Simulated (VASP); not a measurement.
Wanted: the native input for a VASP 6.6.1 run.

* Task: single point
* Functional: PBE
* Potentials or basis: VASP PAW PBE potentials, release 64 (Sb, P)
* Cutoff: 520 eV
* k mesh: 6 × 6 × 6
* Occupations: gaussian, width 0.1 eV
* Spin: no spin polarisation
* Dipole correction: no
* Further INCAR settings: ALGO = Normal; EDIFF = 1e-06; NBANDS = 12

The structure of SbP lies in POSCAR:

```
SbP
1.0
    1.9853559894      1.1462458149      3.4998365235
   -1.9853559894      1.1462458149      3.4998365235
    0.0000000000     -2.2924916299      3.4998365235
Sb P
1 1
Direct
    0.4806115194      0.4806115194      0.4806115194
    0.0201312694      0.0201312694      0.0201312694
```

One way to write it, as run:

INCAR

```
PREC = Accurate ; ENCUT = 520
EDIFF = 1E-6 ; ISMEAR = 0
SIGMA = 0.1 ; LREAL = F
LASPH = T ; NELM = 60
ALGO = Normal ; ISIF = 2
LWAVE = F ; LCHARG = F
GGA = PE ; NBANDS = 12
```

KPOINTS

```
regular mesh
0
Gamma
  6 6 6
```

Potentials or basis: VASP PAW PBE potentials, release 64 (Sb, P).

Launch:

```console
$ cat potpaw_PBE.64/Sb/POTCAR potpaw_PBE.64/P/POTCAR > POTCAR
$ mpirun -np 1 vasp_std > vasp.out
```

It gave:

```json
{"Pressure": "0.0 GPa", "Largest force": "0.018 eV/Å", "Band gap on the k mesh": "zero (band 5 reaches 7.42 eV, above the bottom of band 6 at 7.21 eV)"}
```

Caveat: spin-orbit coupling is left out, which moves the levels of the heavy elements.

Run time: 12 s on 1 thread of Intel Xeon 6975P-C, with other jobs on the host, peak memory 0.18 GiB.
